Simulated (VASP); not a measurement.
# InP (F-43m) in VASP: single point with HSE06

Aim: the single point of InP with HSE06.

Program: VASP 6.6.1. These are calculated values, not measurements. Logs are shortened: lines on timing, memory, paths and dates and some standing lists are left out, and cuts for length are marked.

### Step 1. The cell of the first run

Symmetry: F-43m, No. 216, cubic system. Conventional cell: a = 5.760 Å, b = 5.760 Å, c = 5.760 Å, α = 90.00°, β = 90.00°, γ = 90.00°. In (site symmetry -43m) has 4 P at 2.49 Å within 3.3 Å. Within 3.3 Å of P (site symmetry -43m) lie 4 In at 2.49 Å.

### Step 2. Single point, HSE06 (strain -2.5%)

File POSCAR:

```
InP
1.0
    0.0000000000      2.8799429557      2.8799429557
    2.8799429557      0.0000000000      2.8799429557
    2.8799429557      2.8799429557      0.0000000000
In P
1 1
Direct
    0.0000000000      0.0000000000      0.0000000000
    0.2500000000      0.2500000000      0.2500000000
```

File INCAR.step1:

```
PREC = Accurate ; ENCUT = 520
EDIFF = 1E-5 ; ISMEAR = 0
SIGMA = 0.01 ; LREAL = F
LASPH = T ; NELM = 60
ALGO = Normal ; ISIF = 2
LWAVE = T ; NBANDS = 16
GGA = PE
```

File INCAR.step2:

```
PREC = Accurate ; ENCUT = 520
EDIFF = 1E-7 ; ISMEAR = 0
SIGMA = 0.01 ; LREAL = F
LASPH = T ; NELM = 60
ALGO = Normal ; ISIF = 2
LWAVE = F ; LCHARG = T
GGA = PE ; LHFCALC = T
HFSCREEN = 0.2079 ; PRECFOCK = Normal
LELF = T ; LVHAR = T
NBANDS = 16 ; ISTART = 1
```

File KPOINTS:

```
regular mesh
0
Gamma
  6 6 6
```

Potentials or basis: VASP PAW PBE potentials, release 64 (In_d, P).

Started as:

```
cat potpaw_PBE.64/In_d/POTCAR potpaw_PBE.64/P/POTCAR > POTCAR
cp INCAR.step1 INCAR
mpirun -np 1 vasp_std > vasp.out
cp INCAR.step2 INCAR
mpirun -np 1 vasp_std > vasp.out
```

OUTCAR:

```text
PREC = Accurate
   ENCUT = 520
   EDIFF = 1E-7
   ISMEAR = 0
   LREAL = F
   LASPH = T
   NELM = 60
   ISIF = 2
   GGA = PE
   LHFCALC = T
   HFSCREEN = 0.2079
   PRECFOCK = Normal
   ISTART = 1

 ion  position               nearest neighbor table
   1  0.000  0.000  0.000-   2 2.49   2 2.49   2 2.49   2 2.49
   2  0.250  0.250  0.250-   1 2.49   1 2.49   1 2.49   1 2.49

  LATTYP: Found a face centered cubic cell.
 ALAT       =     5.7598859114

  Lattice vectors:

 A1 = (   0.0000000000,   2.8799429557,   2.8799429557)
 A2 = (   2.8799429557,   0.0000000000,   2.8799429557)
 A3 = (   2.8799429557,   2.8799429557,   0.0000000000)

Analysis of symmetry for initial positions (statically):
=====================================================================
 Subroutine PRICEL returns:
 Original cell was already a primitive cell.

 Routine SETGRP: Setting up the symmetry group for a
 face centered cubic supercell.

 Subroutine GETGRP returns: Found 24 space group operations
 (whereof 24 operations were pure point group operations)
 out of a pool of 48 trial point group operations.

The static configuration has the point symmetry T_d .

Analysis of symmetry for dynamics (positions and initial velocities):
=====================================================================
 Subroutine PRICEL returns:
 Original cell was already a primitive cell.

 Routine SETGRP: Setting up the symmetry group for a
 face centered cubic supercell.

 Subroutine GETGRP returns: Found 24 space group operations
 (whereof 24 operations were pure point group operations)
 out of a pool of 48 trial point group operations.

The dynamic configuration has the point symmetry T_d .

 Subroutine INISYM returns: Found 24 space group operations
 (whereof 24 operations are pure point group operations),
 and found     1 'primitive' translations

----------------------------------------------------------------------------------------

                                     Primitive cell

  volume of cell :      47.7729

  direct lattice vectors                    reciprocal lattice vectors
     0.000000000  2.879942956  2.879942956    -0.173614550  0.173614550  0.173614550
     2.879942956  0.000000000  2.879942956     0.173614550 -0.173614550  0.173614550
     2.879942956  2.879942956  0.000000000     0.173614550  0.173614550 -0.173614550

  length of vectors
     4.072854387  4.072854387  4.072854387     0.300709221  0.300709221  0.300709221

  position of ions in fractional coordinates (direct lattice)
     0.000000000  0.000000000  0.000000000
     0.250000000  0.250000000  0.250000000

  ion indices of the primitive-cell ions
   primitive index   ion index
                 1           1
                 2           2

----------------------------------------------------------------------------------------

 KPOINTS: regular mesh

Automatic generation of k-mesh.
 Grid dimensions read from file:
 generate k-points for:    6    6    6

 Generating k-lattice:

  Cartesian coordinates                     Fractional coordinates (reciprocal lattice)
    -0.028935758  0.028935758  0.028935758     0.166666667  0.000000000  0.000000000
     0.028935758 -0.028935758  0.028935758     0.000000000  0.166666667  0.000000000
     0.028935758  0.028935758 -0.028935758     0.000000000  0.000000000  0.166666667

  Length of vectors
     0.050118204  0.050118204  0.050118204

  Shift w.r.t. Gamma in fractional coordinates (k-lattice)
     0.000000000  0.000000000  0.000000000

 Subroutine IBZKPT returns following result:
 ===========================================

 Found     16 irreducible k-points:

 Following reciprocal coordinates:
            Coordinates               Weight
  0.000000  0.000000  0.000000      1.000000
  0.166667  0.000000  0.000000      8.000000
  0.333333  0.000000  0.000000      8.000000
  0.500000  0.000000  0.000000      4.000000
  0.166667  0.166667  0.000000      6.000000
  0.333333  0.166667  0.000000     24.000000
[... 8 lines left out ...]
 -0.333333  0.333333  0.166667     24.000000
 -0.333333  0.500000  0.166667     12.000000
   k-points           NKPTS =     16   k-points in BZ     NKDIM =    216   number of bands    NBANDS=     16
   number of dos      NEDOS =    301   number of ions     NIONS =      2
   total plane-waves  NPLWV =  27000
   dimension x,y,z NGX =    30 NGY =   30 NGZ =   30
   dimension x,y,z NGXF=    60 NGYF=   60 NGZF=   60
   ions per type =               1   1
   NGX,Y,Z   is equivalent  to a cutoff of  12.25, 12.25, 12.25 a.u.
   NGXF,Y,Z  is equivalent  to a cutoff of  24.49, 24.49, 24.49 a.u.
 SYSTEM =  unknown system
   PREC   = accura    normal or accurate (medium, high low for compatibility)
   ISTART =      1    job   : 0-new  1-cont  2-samecut
   ICHARG =      0    charge: 1-file 2-atom 10-const
   ISPIN  =      1    spin polarized calculation?
   LNONCOLLINEAR =      F non collinear calculations
   LSORBIT =      F    spin-orbit coupling
   LASPH  =      T    aspherical Exc in radial PAW
   ENCUT  =  520.0 eV  38.22 Ry    6.18 a.u.   7.57  7.57  7.57*2*pi/ulx,y,z
   NELM   =     60;   NELMIN=  2; NELMDL=  0     # of ELM steps
   EDIFF  = 0.1E-06   stopping-criterion for ELM
   LREAL  =      F    real-space projection
   EDIFFG = 0.1E-05   stopping-criterion for IOM
   NSW    =      0    number of steps for IOM
   IBRION =     -1    ionic relax: 0-MD 1-quasi-New 2-CG
   NFREE  =      0    steps in history (QN), initial steepest desc. (CG)
   ISIF   =      2    stress and relaxation
   ISYM   =      3    0-nonsym 1-usesym 2-fastsym
   POTIM  = 0.5000    time-step for ionic-motion
   TEBEG  =    0.0;   TEEND  =   0.0 temperature during run
   PSTRESS=    0.0 pullay stress
   NELECT =      18.0000    total number of electrons
   NUPDOWN=      -1.0000    fix difference up-down
   EMIN   =  10.00;   EMAX   =-10.00  energy-range for DOS
   EFERMI =   0.00;   METHOD = LEGACY
   ISMEAR =     0;   SIGMA  =   0.01  broadening in eV -4-tet -1-fermi 0-gaus
   EFERMI_NEDOS =   21; number of points for ismear=-14 and -15
   IALGO  =     38    algorithm
   IMIX   =      1    mixing-type and parameters
     AMIX     =   0.40;   BMIX     =  1.00
     AMIX_MAG =   1.60;   BMIX_MAG =  1.00
  volume/ion in A,a.u.               =      23.89       161.19
  Fermi-wavevector in a.u.,A,eV,Ry     =   1.182420  2.234450 19.022539  1.398117
  Thomas-Fermi vector in A             =   2.318675
   LORBIT       =      0    0 simple, 1 ext, 2 COOP (PROOUT), +10 PAW based schemes
   GGA     = PE    functional components
   LHFCALC =     T    Hartree Fock is set to
   PRECFOCK=normal    Normal, Fast or Accurate (Low or Medium for compatibility)
   ENCUT4O =  -1.0   cutoff for four orbital integrals eV
   NKREDX  =     1    reduce k-point grid by
   NKREDY  =     1    reduce k-point grid by
   NKREDZ  =     1    reduce k-point grid by
   AEXX    =    0.2500 exact exchange contribution
   HFSCREEN=    0.2079 screening length (either q_TF or 0.3 A-1)
   HFSCREENC=   0.2079 screening length for correlation (either q_TF or 0.3 A-1)
   ENCUTFOCK=  -1.0 apply spherical cutoff to Coloumb kernel
   IVDW    =     0    specifies the selected vdW correction
   LEPSILON=     F    determine dielectric tensor
   LRPA    =     F    only Hartree local field effects (RPA)
 non-spin polarized calculation
 Gauss-broadening in eV      SIGMA  =   0.01
  energy-cutoff  :      520.00
  volume of cell :       47.77
 maximum number of plane-waves:      1303
  NGX = 24; NGY = 24; NGZ = 24

 number of electron      18.0000003 magnetization

 Free energy of the ion-electron system (eV)
  ---------------------------------------------------
  ext. energy  EPLUGINS =         0.00000000
  ---------------------------------------------------
  free energy    TOTEN  =        -9.92421079 eV

  energy without entropy =       -9.92421079  energy(sigma->0) =       -9.92421079

 E-fermi :   5.4122     XC(G=0):  -7.9132

 val. band max:        5.3518938893   @ k =   0.0000   0.0000   0.0000
 cond. band min:       7.1662447312   @ k =   0.0000   0.0000   0.0000
 fundamental gap:      1.8143508419
 Fermi energy:         5.4121730410

 k-point     1 :       0.0000    0.0000    0.0000
  band No.  band energies     occupation
      1     -10.6304      2.00000
      2     -10.6304      2.00000
      3     -10.6304      2.00000
      4     -10.4400      2.00000
      5     -10.4400      2.00000
      6      -7.7851      2.00000
[... 8 lines left out ...]
     15      15.9558      0.00000
     16      15.9558      0.00000

 k-point     2 :       0.1667    0.0000    0.0000
  band No.  band energies     occupation
      1     -10.6691      2.00000
      2     -10.6153      2.00000
      3     -10.6153      2.00000
      4     -10.4397      2.00000
      5     -10.4397      2.00000
      6      -7.4156      2.00000
[... 8 lines left out ...]
     15      14.9932      0.00000
     16      16.0074      0.00000

 k-point     3 :       0.3333    0.0000    0.0000
  band No.  band energies     occupation
      1     -10.7398      2.00000
      2     -10.5910      2.00000
      3     -10.5910      2.00000
      4     -10.4326      2.00000
      5     -10.4326      2.00000
      6      -6.4539      2.00000
[... 8 lines left out ...]
     15      15.5830      0.00000
     16      15.5830      0.00000

 k-point     4 :       0.5000    0.0000    0.0000
  band No.  band energies     occupation
      1     -10.7726      2.00000
      2     -10.5826      2.00000
      3     -10.5826      2.00000
      4     -10.4250      2.00000
      5     -10.4250      2.00000
      6      -5.7199      2.00000
[... 8 lines left out ...]
     15      17.3383      0.00000
     16      17.3383      0.00000
[... 172 lines left out ...]
 k-point    14 :       0.5000    0.3333    0.1667
  band No.  band energies     occupation
      1     -10.7880      2.00000
      2     -10.5633      2.00000
      3     -10.5420      2.00000
      4     -10.4648      2.00000
      5     -10.4192      2.00000
      6      -5.7028      2.00000
[... 8 lines left out ...]
     15      17.9432      0.00000
     16      18.6223      0.00000

 k-point    15 :      -0.3333    0.3333    0.1667
  band No.  band energies     occupation
      1     -10.7995      2.00000
      2     -10.5634      2.00000
      3     -10.5289      2.00000
      4     -10.4580      2.00000
      5     -10.4252      2.00000
      6      -5.1132      2.00000
[... 8 lines left out ...]
     15      17.8399      0.00000
     16      18.4640      0.00000

 k-point    16 :      -0.3333    0.5000    0.1667
  band No.  band energies     occupation
      1     -10.8220      2.00000
      2     -10.5413      2.00000
      3     -10.5132      2.00000
      4     -10.4758      2.00000
      5     -10.4152      2.00000
      6      -4.8666      2.00000
[... 8 lines left out ...]
     15      18.1021      0.00000
     16      18.8409      0.00000

------------------------ aborting loop because EDIFF is reached ----------------------------------------

  FORCE on cell =-STRESS in cart. coord.  units (eV):
  Direction    XX          YY          ZZ          XY          YZ          ZX
  --------------------------------------------------------------------------------------
  -------------------------------------------------------------------------------------
  Total        1.7334529      1.7334529      1.7334529      0.0000000      0.0000000     -0.0000000
  in kB       58.1354400     58.1354400     58.1354400      0.0000000      0.0000000     -0.0000000
  external PRESSURE =      58.1354400 kB  Pullay stress =       0.0000000 kB

 VOLUME and BASIS-vectors are now :
 -----------------------------------------------------------------------------
  energy-cutoff  :      520.00
  volume of cell :       47.77
      direct lattice vectors                 reciprocal lattice vectors
     0.000000000  2.879942956  2.879942956    -0.173614550  0.173614550  0.173614550
     2.879942956  0.000000000  2.879942956     0.173614550 -0.173614550  0.173614550
     2.879942956  2.879942956  0.000000000     0.173614550  0.173614550 -0.173614550

 POSITION                                       TOTAL-FORCE (eV/Angst)
 -----------------------------------------------------------------------------------
      0.00000      0.00000      0.00000        -0.000000     -0.000000     -0.000000
      1.43997      1.43997      1.43997         0.000000      0.000000      0.000000
 -----------------------------------------------------------------------------------
    total drift:                                0.000026      0.000024      0.000015

  FREE ENERGIE OF THE ION-ELECTRON SYSTEM (eV)
  ---------------------------------------------------
  free  energy   TOTEN  =        -9.9242107941 eV

  energy  without entropy=       -9.9242107941  energy(sigma->0) =       -9.92421079
```

It took 1.6 h on 1 thread of AMD EPYC 7R13, shared host; peak memory 0.27 GiB.

Results:

| Item | Value |
| --- | --- |
| Free energy | -9.9242 eV |
| Pressure | 5.8 GPa |
| Band gap on the k mesh | 1.81 eV |

Caveat: the cell differs from its parent crystal (strain -2.5%); the cell stands under pressure; the PAW data sets were made with another functional, which shifts forces and pressure a little; spin-orbit coupling is left out, which moves the levels of the heavy elements.
